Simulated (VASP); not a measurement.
A run of VASP 6.6.1:

INCAR

```
PREC     = Accurate       # precision mode
ENCUT    = 520            # plane-wave cutoff, eV
EDIFF    = 1E-6           # SCF threshold, eV
ISMEAR   = -1             # smearing method
SIGMA    = 0.05           # smearing width, eV
LREAL    = F              # projectors in reciprocal space
LASPH    = T              # aspherical terms in the spheres
NELM     = 80             # most SCF steps
ALGO     = Normal         # electronic algorithm
ISIF     = 2              # what is computed and relaxed
LWAVE    = F              # write WAVECAR
LCHARG   = F              # write CHGCAR
GGA      = PE             # functional
NBANDS   = 15             # bands
```

Contents of KPOINTS:

```
regular mesh
0
Gamma
  9 9 9
```

Contents of POSCAR:

```
KF
1.0
    0.0000000000      2.7093544948      2.7093544948
    2.7093544948      0.0000000000      2.7093544948
    2.7093544948      2.7093544948      0.0000000000
K F
1 1
Direct
    0.0000000000      0.0000000000      0.0000000000
    0.5000000000      0.5000000000      0.5000000000
```

Potentials or basis: VASP PAW PBE potentials, release 64 (K_sv, F).

The run is started by

```bash
$ cat potpaw_PBE.64/K_sv/POTCAR potpaw_PBE.64/F/POTCAR > POTCAR
$ mpirun -np 1 vasp_std > vasp.out
```

Hardware: 1 thread of AMD EPYC 9R45 96-Core Processor (Zen 5), on a shared host.

Task: How long does it take, and how much memory?

Result: Wall time 9.4 s on 1 thread of AMD EPYC 9R45 96-Core Processor (Zen 5) (shared host), peak memory 0.13 GiB. Counts: scf iterations 13, k points 35.
